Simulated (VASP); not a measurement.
The system is SiNi.

```
CELL_PARAMETERS angstrom
5.15409 0.00000 0.00000
0.00000 3.37549 0.00000
0.00000 0.00000 5.61971
ATOMIC_POSITIONS crystal
Si 0.32125 0.75000 0.08408
Si 0.17875 0.25000 0.58408
Si 0.82125 0.75000 0.41592
Si 0.67875 0.25000 0.91592
Ni 0.00822 0.25000 0.18849
Ni 0.49178 0.75000 0.68849
Ni 0.50822 0.25000 0.31151
Ni 0.99178 0.75000 0.81151
```

```yaml
Program: VASP 6.6.1
Task: relaxation of cell and atoms
Functional: LDA
Potentials_or_basis: VASP PAW LDA potentials, release 64 (Si, Ni)
Cutoff: 600 eV
k_mesh: 8 × 10 × 6
Occupations: gaussian, width 0.1 eV
Spin: no spin polarisation
```

At the start: pressure -10.3 GPa; volume 12.22 Å³/atom.

**Question.** How do energy, volume and symmetry change on relaxing?

**Answer.** Over 18 steps the energy falls by 23.4 meV/atom and the volume is 11.54 Å³/atom (-5.6 %); space group Pnma (No. 62, to 0.1 Å) before and after.

The path:
```tsv
step	energy change (eV)	largest force (eV/Å)	pressure (GPa)	volume (Å³)
1	0.0000	0.1585	-10.27	97.77
2	0.0357	0.2885	13.95	87.10
3	-0.1834	0.0837	-0.13	92.44
4	-0.1834	0.0872	0.10	92.34
5	-0.1854	0.0480	0.03	92.30
6	-0.1860	0.0466	0.04	92.26
7	-0.1860	0.0438	0.12	92.26
8	-0.1866	0.0217	-0.20	92.37
9	-0.1867	0.0133	-0.20	92.41
10	-0.1871	0.0136	0.09	92.24
11	-0.1871	0.0154	0.11	92.22
12	-0.1871	0.0198	0.18	92.16
13	-0.1871	0.0176	0.25	92.19
14	-0.1871	0.0164	0.20	92.20
15	-0.1873	0.0111	0.09	92.25
16	-0.1873	0.0115	-0.03	92.26
17	-0.1873	0.0112	0.05	92.26
18	-0.1873	0.0041	-0.01	92.30
```

Final structure:
```xyz
8
Lattice="5.0507 0.0000 0.0000 0.0000 3.3311 0.0000 0.0000 0.0000 5.4860" Properties=species:S:1:pos:R:3 pbc="T T T"
Si    1.6179    2.4983    0.4748
Si    0.9075    0.8328    3.2178
Si    4.1432    2.4983    2.2682
Si    3.4328    0.8328    5.0112
Ni    0.0475    0.8328    1.0302
Ni    2.4778    2.4983    3.7732
Ni    2.5729    0.8328    1.7128
Ni    5.0032    2.4983    4.4558
```
